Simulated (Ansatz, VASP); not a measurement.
Two plane-wave programs on MoSe

```
Mo Se
1.0
     0.00000    2.83929    2.83929
     2.83929    0.00000    2.83929
     2.83929    2.83929    0.00000
Mo Se
1 1
Direct
  0.00000 0.00000 0.00000
  0.25000 0.25000 0.25000
```

Alike in both runs: task single point; functional r2SCAN; k mesh 12 × 12 × 12; occupations gaussian, width 0.1 eV; collinear spin.

|  | VASP | Ansatz |
| --- | --- | --- |
| version | VASP 6.6.1 | Ansatz 0.2.0 |
| potentials or method | VASP PAW PBE potentials, release 64 (Mo_sv, Se), cutoff 520 eV | scalar-relativistic, plane waves, PAW |
| valence electrons in the cell | 20 | 30 |

VASP gave:

| Item | Value |
| --- | --- |
| gap on the k mesh at the Fermi level (eV) | none |
| pressure (GPa) | -0.7 |
| net moment per atom (μB) | 0.66 |
| size of the moment on the site where the two differ most (μB) | 1.21 |

Task: What did Ansatz give for the same quantities?

Result: gap on the k mesh at the Fermi level (eV): none; pressure (GPa): -0.8; net moment per atom (μB): 0.66; size of the moment on the site where the two differ most (μB): 0.96.

VASP's potentials were made for PBE, not for r2SCAN. Site moments also hang on the region over which each program counts them. A gap of «none» marks a metal or a gap that the smearing closes. The functional is the same, so the differences come from potentials, cutoffs and numerics. VASP's potentials hold 20 valence electrons a cell and Ansatz's 30, so a difference there can come from the potentials and not from the codes. Ansatz's warnings: stability check not made.
